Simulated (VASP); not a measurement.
# HfO2 (Fm-3m) in VASP: a series of runs, part 3 of 3

VASP 6.6.1.

### 5 Single point, PBE-based global hybrid

Contents of POSCAR:

```
HfO2
1.0
    0.0000000000      2.5291823194      2.5291823194
    2.5291823194      0.0000000000      2.5291823194
    2.5291823194      2.5291823194      0.0000000000
Hf O
1 2
Direct
    0.0000000000      0.0000000000      0.0000000000
    0.2500000000      0.2500000000      0.2500000000
    0.7500000000      0.7500000000      0.7500000000
```

Contents of INCAR.step1:

```
SYSTEM = HfO2
PREC = Accurate ; ENCUT = 520
EDIFF = 1E-5 ; ISMEAR = 0
SIGMA = 0.01 ; LREAL = .FALSE.
LASPH = .TRUE. ; NELM = 100
ALGO = Normal ; ISIF = 2
LWAVE = .TRUE. ; LCHARG = .FALSE.
NBANDS = 18 ; GGA = PE
```

Contents of INCAR.step2:

```
SYSTEM = HfO2
PREC = Accurate ; ENCUT = 520
EDIFF = 1E-7 ; ISMEAR = 0
SIGMA = 0.01 ; LREAL = .FALSE.
LASPH = .TRUE. ; NELM = 100
ALGO = Normal ; ISIF = 2
LWAVE = .FALSE. ; LCHARG = .FALSE.
GGA = PE ; LHFCALC = .TRUE.
AEXX = 1.0 ; PRECFOCK = Normal
NBANDS = 18 ; ISTART = 1
ALDAC = 1.0 ; AGGAC = 1.0
```

Contents of KPOINTS:

```
regular mesh
0
G
  4 4 4
  0 0 0
```

Potentials or basis: VASP PAW PBE potentials, release 64 (Hf_pv, O).

Run with:

```console
$ cat potpaw_PBE.64/Hf_pv/POTCAR potpaw_PBE.64/O/POTCAR > POTCAR
$ cp INCAR.step1 INCAR
$ mpirun -np 1 vasp_std > vasp.out
$ cp INCAR.step2 INCAR
$ mpirun -np 1 vasp_std > vasp.out
```

OUTCAR:

```text
SYSTEM = HfO2
   PREC = Accurate
   ENCUT = 520
   EDIFF = 1E-7
   ISMEAR = 0
   LREAL = .FALSE.
   LASPH = .TRUE.
   NELM = 100
   ISIF = 2
   GGA = PE
   LHFCALC = .TRUE.
   AEXX = 1.0
   PRECFOCK = Normal
   ISTART = 1

 ion  position               nearest neighbor table
   1  0.000  0.000  0.000-   3 2.19   3 2.19   3 2.19   2 2.19   2 2.19   2 2.19   3 2.19   2 2.19

   2  0.250  0.250  0.250-   1 2.19   1 2.19   1 2.19   1 2.19
   3  0.750  0.750  0.750-   1 2.19   1 2.19   1 2.19   1 2.19

  LATTYP: Found a face centered cubic cell.
 ALAT       =     5.0583646388

  Lattice vectors:

 A1 = (   0.0000000000,   2.5291823194,   2.5291823194)
 A2 = (   2.5291823194,   0.0000000000,   2.5291823194)
 A3 = (   2.5291823194,   2.5291823194,   0.0000000000)

Analysis of symmetry for initial positions (statically):
=====================================================================
 Subroutine PRICEL returns:
 Original cell was already a primitive cell.

 Routine SETGRP: Setting up the symmetry group for a
 face centered cubic supercell.

 Subroutine GETGRP returns: Found 48 space group operations
 (whereof 48 operations were pure point group operations)
 out of a pool of 48 trial point group operations.

The static configuration has the point symmetry O_h .

Analysis of symmetry for dynamics (positions and initial velocities):
=====================================================================
 Subroutine PRICEL returns:
 Original cell was already a primitive cell.

 Routine SETGRP: Setting up the symmetry group for a
 face centered cubic supercell.

 Subroutine GETGRP returns: Found 48 space group operations
 (whereof 48 operations were pure point group operations)
 out of a pool of 48 trial point group operations.

The dynamic configuration has the point symmetry O_h .

 Subroutine INISYM returns: Found 48 space group operations
 (whereof 48 operations are pure point group operations),
 and found     1 'primitive' translations

[... 105 lines left out ...]
   LHFCALC =     T    Hartree Fock is set to
   PRECFOCK=normal    Normal, Fast or Accurate (Low or Medium for compatibility)
   ENCUT4O =  -1.0   cutoff for four orbital integrals eV
   NKREDX  =     1    reduce k-point grid by
   NKREDY  =     1    reduce k-point grid by
   NKREDZ  =     1    reduce k-point grid by
   AEXX    =    1.0000 exact exchange contribution
   HFSCREEN=    0.0000 screening length (either q_TF or 0.3 A-1)
   HFSCREENC=   0.0000 screening length for correlation (either q_TF or 0.3 A-1)
   ENCUTFOCK=  -1.0 apply spherical cutoff to Coloumb kernel
   IVDW    =     0    specifies the selected vdW correction
   LEPSILON=     F    determine dielectric tensor
   LRPA    =     F    only Hartree local field effects (RPA)
 non-spin polarized calculation
 Gauss-broadening in eV      SIGMA  =   0.01
  energy-cutoff  :      520.00
  volume of cell :       32.36
 maximum number of plane-waves:       893
 NGX is ok and might be reduce to    28
  NGX = 20; NGY = 20; NGZ = 20

 number of electron      21.9999992 magnetization

 Free energy of the ion-electron system (eV)
  ---------------------------------------------------
  ext. energy  EPLUGINS =         0.00000000
  ---------------------------------------------------
  free energy    TOTEN  =       -64.10685755 eV

  energy without entropy =      -64.10685755  energy(sigma->0) =      -64.10685755

 E-fermi :  -1.7909     XC(G=0):  -1.7201

 val. band max:       -1.8868276436   @ k =   0.5000   0.5000   0.0000
 cond. band min:      11.7454020381   @ k =   0.5000   0.5000   0.0000
 fundamental gap:     13.6322296817
 Fermi energy:        -1.7909043820

 k-point     1 :       0.0000    0.0000    0.0000
  band No.  band energies     occupation
      1     -36.8956      2.00000
      2     -36.8956      2.00000
      3     -36.8956      2.00000
      4     -27.3591      2.00000
      5     -23.6378      2.00000
      6      -8.8412      2.00000
[... 145 lines left out ...]
      5     -24.7957      2.00000
      6      -8.8245      2.00000
[... 10 lines left out ...]
     17      21.5890      0.00000
     18      23.2254      0.00000

------------------------ aborting loop because EDIFF is reached ----------------------------------------

  FORCE on cell =-STRESS in cart. coord.  units (eV):
  Direction    XX          YY          ZZ          XY          YZ          ZX
  --------------------------------------------------------------------------------------
  -------------------------------------------------------------------------------------
  Total       -5.0711466     -5.0711466     -5.0711466     -0.0000000      0.0000000     -0.0000000
  in kB     -251.0997864   -251.0997864   -251.0997864     -0.0000000      0.0000000     -0.0000000
  external PRESSURE =    -251.0997864 kB  Pullay stress =       0.0000000 kB

 VOLUME and BASIS-vectors are now :
 -----------------------------------------------------------------------------
  energy-cutoff  :      520.00
  volume of cell :       32.36
      direct lattice vectors                 reciprocal lattice vectors
     0.000000000  2.529182319  2.529182319    -0.197692351  0.197692351  0.197692351
     2.529182319  0.000000000  2.529182319     0.197692351 -0.197692351  0.197692351
     2.529182319  2.529182319  0.000000000     0.197692351  0.197692351 -0.197692351

 POSITION                                       TOTAL-FORCE (eV/Angst)
 -----------------------------------------------------------------------------------
      0.00000      0.00000      0.00000         0.000000      0.000000     -0.000000
      1.26459      1.26459      1.26459         0.000000      0.000000      0.000000
      3.79377      3.79377      3.79377        -0.000000     -0.000000     -0.000000
 -----------------------------------------------------------------------------------
    total drift:                               -0.000000     -0.000000     -0.000000

  FREE ENERGIE OF THE ION-ELECTRON SYSTEM (eV)
  ---------------------------------------------------
  free  energy   TOTEN  =       -64.1068575542 eV

  energy  without entropy=      -64.1068575542  energy(sigma->0) =      -64.10685755
```

OSZICAR.step1:

```text
N       E                     dE             d eps       ncg     rms          rms(c)
DAV:   1     0.908554864424E+02    0.90855E+02   -0.12566E+04   288   0.121E+03
DAV:   2    -0.323535105080E+02   -0.12321E+03   -0.11989E+03   380   0.290E+02
DAV:   3    -0.359892799316E+02   -0.36358E+01   -0.36222E+01   340   0.443E+01
DAV:   4    -0.360101872636E+02   -0.20907E-01   -0.20904E-01   340   0.369E+00
DAV:   5    -0.360103589897E+02   -0.17173E-03   -0.17172E-03   314   0.304E-01    0.486E+01
DAV:   6    -0.303737808600E+02    0.56366E+01   -0.20212E+01   292   0.324E+01    0.423E+01
DAV:   7    -0.302811128576E+02    0.92668E-01   -0.64183E-01   324   0.667E+00    0.292E+01
DAV:   8    -0.302641507551E+02    0.16962E-01   -0.26391E-01   308   0.475E+00    0.901E+00
DAV:   9    -0.302448183332E+02    0.19332E-01   -0.57246E-02   302   0.203E+00    0.259E+00
DAV:  10    -0.302450475114E+02   -0.22918E-03   -0.30529E-03   314   0.424E-01    0.150E-01
DAV:  11    -0.302450868752E+02   -0.39364E-04   -0.16484E-04   334   0.110E-01    0.213E-01
DAV:  12    -0.302451002425E+02   -0.13367E-04   -0.38083E-05   316   0.413E-02    0.213E-02
DAV:  13    -0.302451010573E+02   -0.81475E-06   -0.13732E-06   212   0.907E-03
   1 F= -.30245101E+02 E0= -.30245101E+02  d E =-.324375E-22
```

Wall time 7.2 min (1 thread of Intel Xeon Platinum 8488C (Sapphire Rapids), shared host); peak memory 0.16 GiB.

What came out:

* Free energy: -64.1069 eV
* Pressure: -25.1 GPa
* Band gap on the k mesh: 13.63 eV, direct

Caveat: the k points lie up to 0.54 Å⁻¹ apart; the PAW data sets were made with another functional, which shifts forces and pressure a little; spin-orbit coupling is left out, which moves the levels of the heavy elements. A k mesh can miss the band edges.

### 6 Single point, PBE-based global hybrid

POSCAR is that of step 5.

Contents of INCAR.step1:

```
ALGO = Normal ; EDIFF = 1E-5
ENCUT = 520 ; GGA = PE
ISIF = 2 ; ISMEAR = 0
LASPH = T ; LREAL = F
LWAVE = T ; NBANDS = 18
NELM = 100 ; PREC = Accurate
SIGMA = 0.01
```

Contents of INCAR.step2:

```
AEXX = 0.15 ; ALGO = Normal
EDIFF = 1E-6 ; ENCUT = 520
GGA = PE ; ISIF = 2
ISMEAR = 0 ; ISTART = 1
LASPH = T ; LCHARG = T
LELF = T ; LHFCALC = T
LREAL = F ; LVHAR = T
LWAVE = F ; NBANDS = 18
NELM = 100 ; PREC = Accurate
PRECFOCK = Normal ; SIGMA = 0.01
```

Contents of KPOINTS:

```
k-points
0
Gamma
  4 4 4
```

Potentials or basis: VASP PAW PBE potentials, release 64 (Hf_pv, O).

Run with:

```console
$ cat potpaw_PBE.64/Hf_pv/POTCAR potpaw_PBE.64/O/POTCAR > POTCAR
$ cp INCAR.step1 INCAR
$ mpirun -np 1 vasp_std > vasp.out
$ cp INCAR.step2 INCAR
$ mpirun -np 1 vasp_std > vasp.out
```

It took 4.2 min on 1 thread of Intel Xeon Platinum 8488C (Sapphire Rapids), shared host; peak memory 0.16 GiB.

Results (log left out):

| Item | Value |
| --- | --- |
| Free energy | -35.1362 eV |
| Pressure | -2.4 GPa |
| Band gap on the k mesh | 5.20 eV, direct |

Levels at points of the mesh, in eV from the valence-band top:
```csv
k point,band 9,band 10,band 11,band 12,band 13,band 14
"(0.00, 0.00, 0.00)",-0.65,-0.65,-0.65,5.30,5.30,7.28
"(0.50, 0.00, 0.00)",-2.89,-1.96,-1.96,6.07,6.07,8.52
"(0.50, 0.50, 0.00)",-1.62,-1.62,0.00,5.20,7.05,8.16
```

Caveat: the k points lie up to 0.54 Å⁻¹ apart; the PAW data sets were made with another functional, which shifts forces and pressure a little; spin-orbit coupling is left out, which moves the levels of the heavy elements. A k mesh can miss the band edges.

### 7 The runs side by side

```tsv
level	k mesh	cutoff (eV)	smearing	grid for exact exchange (PRECFOCK)	share of exact exchange	gap on the mesh (eV)	pressure (GPa)
PBE	6 × 6 × 6	600	gaussian 0.2 eV	-	-	3.82	1.9
PBE	6 × 6 × 6	600	methfessel-paxton 0.05 eV	-	-	3.82	1.9
PBE	6 × 6 × 6	600	fermi-dirac 0.001 eV	-	-	3.82	1.9
PBE-based global hybrid	4 × 4 × 4	520	gaussian 0.01 eV	Normal	1	13.63	-25.1
PBE-based global hybrid	4 × 4 × 4	520	gaussian 0.01 eV	Normal	0.15	5.20	-2.4
```

Alike in all rows: task single point; potentials or basis VASP PAW PBE potentials, release 64 (Hf_pv, O); no spin polarisation; cell as given.

Caveats: some runs use coarse meshes; spin-orbit coupling is left out, which moves the levels of the heavy elements; the PAW data sets were made with another functional, which shifts forces and pressure a little (some runs).

Total energies depend on the potentials used, so only differences within one code and one set of settings carry meaning.
